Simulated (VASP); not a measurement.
A run of VASP 6.6.1 is set up as follows.

File POSCAR:

```
Cu
1.0
   -1.4209339427      1.4209339427      1.4209339427
    1.4209339427     -1.4209339427      1.4209339427
    1.4209339427      1.4209339427     -1.4209339427
Cu
1
Direct
    0.0000000000      0.0000000000      0.0000000000
```

Contents of INCAR.step1:

```
PREC     = Accurate       # precision mode
ENCUT    = 520            # plane-wave cutoff, eV
ISMEAR   = -1             # smearing method
SIGMA    = 0.1            # smearing width, eV
LREAL    = False          # projectors in reciprocal space
LASPH    = True           # aspherical terms in the spheres
NELM     = 100            # most SCF steps
NBANDS   = 12             # bands
GGA      = PE             # functional
ALGO     = Normal         # electronic algorithm
EDIFF    = 1E-4           # SCF threshold, eV
LWAVE    = True           # write WAVECAR
LCHARG   = False          # write CHGCAR
```

INCAR.step2

```
PREC     = Accurate       # precision mode
ENCUT    = 520            # plane-wave cutoff, eV
EDIFF    = 1E-6           # SCF threshold, eV
ISMEAR   = -1             # smearing method
SIGMA    = 0.1            # smearing width, eV
LREAL    = False          # projectors in reciprocal space
LASPH    = True           # aspherical terms in the spheres
NELM     = 100            # most SCF steps
ALGO     = Normal         # electronic algorithm
ISIF     = 2              # what is computed and relaxed
LWAVE    = False          # write WAVECAR
LCHARG   = False          # write CHGCAR
METAGGA  = R2SCAN         # meta-GGA
LMIXTAU  = True         
NBANDS   = 12             # bands
ISTART   = 1
```

Contents of KPOINTS:

```
regular mesh
0
Gamma
  25 25 25
```

Potentials or basis: VASP PAW PBE potentials, release 64 (Cu).

The run is started by

```console
$ cat potpaw_PBE.64/Cu/POTCAR > POTCAR
$ cp INCAR.step1 INCAR
$ mpirun -np 1 vasp_std > vasp.out
$ cp INCAR.step2 INCAR
$ mpirun -np 1 vasp_std > vasp.out
```

Predict the pressure.

0.6 GPa.

Caveat: the PAW data sets were made with another functional, which shifts forces and pressure a little.
